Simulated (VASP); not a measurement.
# Mn (P6_3/mmc) in VASP: relaxation of cell and atoms with LDA

Aim: the relaxation of cell and atoms of Mn with LDA.

Program: VASP 6.6.1. These are calculated values, not measurements. Logs are shortened: lines on timing, memory, paths and dates and some standing lists are left out, and cuts for length are marked.

### 1 The cell of the first run

It takes space group P6_3/mmc (No. 194, hexagonal). Conventional cell: a = 2.257 Å, b = 2.257 Å, c = 3.636 Å, α = 90.00°, β = 90.00°, γ = 120.00°. Mn (site symmetry -6m2) has 12 Mn at 2.24 to 2.26 Å within 3.0 Å.

This isn't the form of Mn at room conditions, which is a 58-atom cubic cell.

### 2 Relaxation of cell and atoms, LDA, collinear spin, ferromagnetic start, target pressure 120 GPa, at which the enthalpy is minimised

INCAR reads:

```
PREC     = Accurate       # precision mode
ENCUT    = 600            # plane-wave cutoff, eV
EDIFF    = 1E-6           # SCF threshold, eV
ISMEAR   = -1             # smearing method
SIGMA    = 0.05           # smearing width, eV
LREAL    = False          # projectors in reciprocal space
LASPH    = True           # aspherical terms in the spheres
NELM     = 150            # most SCF steps
ALGO     = Normal         # electronic algorithm
ISIF     = 3              # what is computed and relaxed
LWAVE    = False          # write WAVECAR
LCHARG   = False          # write CHGCAR
ISPIN    = 2              # spin polarisation
MAGMOM   = 3 3            # initial moments
LORBIT   = 11             # projections on sites
LMAXMIX  = 4              # l up to which the mixer works
IBRION   = 2              # ionic algorithm
NSW      = 32             # ionic steps
EDIFFG   = -0.005         # ionic threshold
PSTRESS  = 1200.0
```

KPOINTS reads:

```
Automatic mesh
0
Gamma
  19 19 11
```

POSCAR reads:

```
Mn
1.0
    2.2574055790      0.0000000000      0.0000000000
   -1.1287027895      1.9549705781      0.0000000000
    0.0000000000      0.0000000000      3.6356652197
Mn
2
Direct
    0.3333333333      0.6666666667      0.2500000000
    0.6666666667      0.3333333333      0.7500000000
```

Potentials or basis: VASP PAW LDA potentials, release 64 (Mn_pv).

Started as:

```
$ cat potpaw_LDA.64/Mn_pv/POTCAR > POTCAR
$ mpirun -np 1 vasp_std > vasp.out
```

OUTCAR:

```text
PREC = Accurate
   ENCUT = 600
   EDIFF = 1E-6
   ISMEAR = -1
   LREAL = False
   LASPH = True
   NELM = 150
   ISIF = 3
   ISPIN = 2
   LORBIT = 11
   IBRION = 2
   NSW = 32
   EDIFFG = -0.005
   PSTRESS = 1200.0

 ion  position               nearest neighbor table
   1  0.333  0.667  0.250-   2 2.24   2 2.24   2 2.24   2 2.24   2 2.24   2 2.24
   2  0.667  0.333  0.750-   1 2.24   1 2.24   1 2.24   1 2.24   1 2.24   1 2.24

  LATTYP: Found a hexagonal cell.
 ALAT       =     2.2574055790
 C/A-ratio  =     1.6105502943

  Lattice vectors:

 A1 = (   2.2574055790,   0.0000000000,   0.0000000000)
 A2 = (  -1.1287027895,   1.9549705781,   0.0000000000)
 A3 = (   0.0000000000,   0.0000000000,   3.6356652197)

Analysis of symmetry for initial positions (statically):
=====================================================================
 Subroutine PRICEL returns:
 Original cell was already a primitive cell.

 Routine SETGRP: Setting up the symmetry group for a
 hexagonal supercell.

 Subroutine GETGRP returns: Found 24 space group operations
 (whereof 12 operations were pure point group operations)
 out of a pool of 24 trial point group operations.

The static configuration has the point symmetry D_3d.
 The point group associated with its full space group is D_6h.

Analysis of symmetry for dynamics (positions and initial velocities):
=====================================================================
 Subroutine PRICEL returns:
 Original cell was already a primitive cell.

 Routine SETGRP: Setting up the symmetry group for a
 hexagonal supercell.

 Subroutine GETGRP returns: Found 24 space group operations
 (whereof 12 operations were pure point group operations)
 out of a pool of 24 trial point group operations.

The dynamic configuration has the point symmetry D_3d.
 The point group associated with its full space group is D_6h.

Analysis of structural, dynamic, and magnetic symmetry:
=====================================================================
 Subroutine PRICEL returns:
 Original cell was already a primitive cell.

 Routine SETGRP: Setting up the symmetry group for a
 hexagonal supercell.

 Subroutine GETGRP returns: Found 24 space group operations
 (whereof 12 operations were pure point group operations)
 out of a pool of 24 trial point group operations.

The overall configuration has the point symmetry D_3d.
 The point group associated with its full space group is D_6h.

 Subroutine INISYM returns: Found 24 space group operations
 (whereof 12 operations are pure point group operations),
 and found     1 'primitive' translations

----------------------------------------------------------------------------------------

                                     Primitive cell

  volume of cell :      16.0448

  direct lattice vectors                    reciprocal lattice vectors
     2.257405579  0.000000000  0.000000000     0.442986413  0.255758325  0.000000000
    -1.128702789  1.954970578  0.000000000     0.000000000  0.511516650  0.000000000
     0.000000000  0.000000000  3.635665220     0.000000000  0.000000000  0.275052828

  length of vectors
     2.257405579  2.257405579  3.635665220     0.511516650  0.511516650  0.275052828

  position of ions in fractional coordinates (direct lattice)
     0.333333333  0.666666667  0.250000000
     0.666666667  0.333333333  0.750000000

  ion indices of the primitive-cell ions
   primitive index   ion index
                 1           1
                 2           2

----------------------------------------------------------------------------------------

 KPOINTS: Automatic mesh

Automatic generation of k-mesh.
 Grid dimensions read from file:
 generate k-points for:   19   19   11

 Generating k-lattice:

  Cartesian coordinates                     Fractional coordinates (reciprocal lattice)
     0.023315074  0.013460964  0.000000000     0.052631579  0.000000000  0.000000000
     0.000000000  0.026921929  0.000000000     0.000000000  0.052631579  0.000000000
     0.000000000  0.000000000  0.025004803     0.000000000  0.000000000  0.090909091

  Length of vectors
     0.026921929  0.026921929  0.025004803

  Shift w.r.t. Gamma in fractional coordinates (k-lattice)
     0.000000000  0.000000000  0.000000000

 Subroutine IBZKPT returns following result:
 ===========================================

 Found    240 irreducible k-points:

 Following reciprocal coordinates:
            Coordinates               Weight
  0.000000  0.000000  0.000000      1.000000
  0.052632  0.000000  0.000000      6.000000
  0.105263  0.000000  0.000000      6.000000
  0.157895 -0.000000  0.000000      6.000000
  0.210526  0.000000  0.000000      6.000000
  0.263158 -0.000000  0.000000      6.000000
[... 16 lines left out ...]
  0.263158  0.105263  0.000000     12.000000
  0.315789  0.105263  0.000000     12.000000
 [... further k-points ...]
   k-points           NKPTS =    240   k-points in BZ     NKDIM =    240   number of bands    NBANDS=     20
   number of dos      NEDOS =    301   number of ions     NIONS =      2
   total plane-waves  NPLWV =   9720
   dimension x,y,z NGX =    18 NGY =   18 NGZ =   30
   dimension x,y,z NGXF=    36 NGYF=   36 NGZF=   60
   ions per type =               2
   NGX,Y,Z   is equivalent  to a cutoff of  13.26, 13.26, 13.72 a.u.
   NGXF,Y,Z  is equivalent  to a cutoff of  26.51, 26.51, 27.44 a.u.
 SYSTEM =  unknown system
   PREC   = accura    normal or accurate (medium, high low for compatibility)
   ISTART =      0    job   : 0-new  1-cont  2-samecut
   ICHARG =      2    charge: 1-file 2-atom 10-const
   ISPIN  =      2    spin polarized calculation?
   LNONCOLLINEAR =      F non collinear calculations
   LSORBIT =      F    spin-orbit coupling
   LASPH  =      T    aspherical Exc in radial PAW
   ENCUT  =  600.0 eV  44.10 Ry    6.64 a.u.   4.51  4.51  7.26*2*pi/ulx,y,z
   NELM   =    150;   NELMIN=  2; NELMDL= -5     # of ELM steps
   EDIFF  = 0.1E-05   stopping-criterion for ELM
   LREAL  =      F    real-space projection
   EDIFFG = -.5E-02   stopping-criterion for IOM
   NSW    =     32    number of steps for IOM
   IBRION =      2    ionic relax: 0-MD 1-quasi-New 2-CG
   NFREE  =      1    steps in history (QN), initial steepest desc. (CG)
   ISIF   =      3    stress and relaxation
   ISYM   =      2    0-nonsym 1-usesym 2-fastsym
   POTIM  = 0.5000    time-step for ionic-motion
   TEBEG  =    0.0;   TEEND  =   0.0 temperature during run
   PSTRESS= 1200.0 pullay stress
   NELECT =      26.0000    total number of electrons
   NUPDOWN=      -1.0000    fix difference up-down
   EMIN   =  10.00;   EMAX   =-10.00  energy-range for DOS
   EFERMI =   0.00;   METHOD = LEGACY
   ISMEAR =    -1;   SIGMA  =   0.05  broadening in eV -4-tet -1-fermi 0-gaus
   EFERMI_NEDOS =   21; number of points for ismear=-14 and -15
   IALGO  =     38    algorithm
   IMIX   =      4    mixing-type and parameters
     AMIX     =   0.40;   BMIX     =  1.00
     AMIX_MAG =   1.60;   BMIX_MAG =  1.00
  volume/ion in A,a.u.               =       8.02        54.14
  Fermi-wavevector in a.u.,A,eV,Ry     =   1.922891  3.633737 50.307685  3.697511
  Thomas-Fermi vector in A             =   2.956863
   LORBIT       =     11    0 simple, 1 ext, 2 COOP (PROOUT), +10 PAW based schemes
   GGA     = CA    functional components
   LHFCALC =     F    Hartree Fock is set to
   AEXX    =    0.0000 exact exchange contribution
   IVDW    =     0    specifies the selected vdW correction
   LEPSILON=     F    determine dielectric tensor
   LRPA    =     F    only Hartree local field effects (RPA)
 conjugate gradient relaxation of ions
 spin polarized calculation
  energy-cutoff  :      600.00
  volume of cell :       16.04
 maximum number of plane-waves:       553
 NGX is ok and might be reduce to    18
   NGX =  9   NGY =  9   NGZ = 15

--------------------------------------- Ionic step        1  -------------------------------------------

 number of electron      25.9999968 magnetization      -0.0009525

 number of electron      25.9999968 magnetization       0.0003182

 Free energy of the ion-electron system (eV)
  ---------------------------------------------------
  ext. energy  EPLUGINS =         0.00000000
  ---------------------------------------------------
  free energy    TOTEN  =       -19.03358714 eV

  energy without entropy =      -19.01820447  energy(sigma->0) =      -19.02589580

------------------------ aborting loop because EDIFF is reached ----------------------------------------

  FORCE on cell =-STRESS in cart. coord.  units (eV):
  Direction    XX          YY          ZZ          XY          YZ          ZX
  --------------------------------------------------------------------------------------
  -------------------------------------------------------------------------------------
  Total       12.2940938     12.2940938     12.3061106      0.0000000      0.0000000     -0.0000000
  in kB     1227.6466993   1227.6466994   1228.8466500      0.0000000      0.0000000     -0.0000000
  external PRESSURE =      28.0466829 kB  Pullay stress =    1200.0000000 kB
[... 307 lines left out ...]
 number of electron      25.9999971 magnetization       0.0000128

 number of electron      25.9999971 magnetization      -0.0000157

 Free energy of the ion-electron system (eV)
  ---------------------------------------------------
  ext. energy  EPLUGINS =         0.00000000
  ---------------------------------------------------
  free energy    TOTEN  =       -19.07872012 eV

  energy without entropy =      -19.06323940  energy(sigma->0) =      -19.07097976

 E-fermi :  14.8876     XC(G=0): -16.2197

 val. band max:       14.8875141695   @ k =   0.4211   0.1053   0.1818
 cond. band min:      14.8877857361   @ k =   0.2105   0.2105   0.4545
 fundamental gap:      0.0002715666
 Fermi energy:        14.8875921467

 spin component 1

 k-point     1 :       0.0000    0.0000    0.0000
  band No.  band energies     occupation
      1     -33.7951      1.00000
      2     -32.0974      1.00000
      3     -32.0974      1.00000
      4     -31.8433      1.00000
      5     -31.8433      1.00000
      6     -31.8108      1.00000
[... 541 lines left out ...]
     19      27.8090      0.00000
     20      30.5114      0.00000

 [... further k-points ...]

 spin component 2

 k-point     1 :       0.0000    0.0000    0.0000
  band No.  band energies     occupation
      1     -33.7951      1.00000
      2     -32.0974      1.00000
      3     -32.0974      1.00000
      4     -31.8433      1.00000
      5     -31.8433      1.00000
      6     -31.8108      1.00000
[... 541 lines left out ...]
     19      27.8090      0.00000
     20      30.5114      0.00000

 [... further k-points ...]

------------------------ aborting loop because EDIFF is reached ----------------------------------------

  FORCE on cell =-STRESS in cart. coord.  units (eV):
  Direction    XX          YY          ZZ          XY          YZ          ZX
  --------------------------------------------------------------------------------------
  -------------------------------------------------------------------------------------
  Total       12.0594846     12.0594846     12.0680864      0.0000000      0.0000000     -0.0000000
  in kB     1199.7684631   1199.7684632   1200.6242278      0.0000000      0.0000000     -0.0000000
  external PRESSURE =       0.0537181 kB  Pullay stress =    1200.0000000 kB
[... 21 lines left out ...]
  energy  without entropy=      -19.0632393962  energy(sigma->0) =      -19.07097976

  enthalpy is  TOTEN    =        -7.0169081850 eV   P V=       12.0618119398

 reached required accuracy - stopping structural energy minimisation

 total charge

# of ion       s       p       d       tot
------------------------------------------
    1        0.559   6.616   5.574  12.749
    2        0.559   6.616   5.574  12.749
--------------------------------------------------
tot          1.118  13.232  11.147  25.498

 magnetization (x)

# of ion       s       p       d       tot
------------------------------------------
    1        0.000   0.000   0.000   0.000
    2        0.000   0.000   0.000   0.000
--------------------------------------------------
tot          0.000   0.000   0.000   0.000
```

It took 3.8 min on 1 thread of Intel Xeon 6975P-C (Granite Rapids), shared host; peak memory 0.24 GiB.

What came out:

```yaml
Free_energy: -19.0787 eV
Relaxed_volume: 8.05 Å³/atom
Relaxed_cell: a = 2.260 Å, b = 2.260 Å, c = 3.640 Å, α = 90.00°, β = 90.00°, γ = 120.00°
Space_group_after_relaxing_to_0.1_Å: P6_3/mmc (No. 194)
Energy_change_on_relaxing_the_run_minimises_the_enthalpy: -22.6 meV/atom
Ionic_steps: 9
Pressure_after_relaxing: 120.0 GPa
Band_gap_on_the_k_mesh: zero (filled and empty bands overlap)
Net_moment: 0.00 μB per cell
Valence_electrons_inside_the_program's_atomic_spheres: Mn 12.75
```

Stress tensor (GPa, compression positive):
```
119.98   0.00   0.00
  0.00 119.98   0.00
  0.00   0.00 120.06
```

Step by step:
| step | energy change (eV) | largest force (eV/Å) | pressure (GPa) | volume (Å³) |
| --- | --- | --- | --- | --- |
| 1 | 0.0000 | 0.0000 | 122.80 | 16.04 |
| 2 | -0.2356 | 0.0000 | 106.63 | 16.37 |
| 3 | -0.0470 | 0.0000 | 120.43 | 16.11 |
| 4 | -0.0531 | 0.0000 | 119.54 | 16.11 |
| 5 | -0.0499 | 0.0000 | 119.78 | 16.11 |
| 6 | -0.0489 | 0.0000 | 119.76 | 16.11 |
| 7 | -0.0480 | 0.0000 | 119.83 | 16.11 |
| 8 | -0.0355 | 0.0000 | 120.62 | 16.09 |
| 9 | -0.0451 | 0.0000 | 120.01 | 16.10 |

Final structure:
```
Mn
1.0
     2.26012    0.00000    0.00000
    -1.13006    1.95732    0.00000
     0.00000    0.00000    3.64041
Mn
2
Direct
  0.33333 0.66667 0.25000
  0.66667 0.33333 0.75000
```

Caveat: the cell is relaxed towards a set pressure, so the run minimises the enthalpy, not the energy.
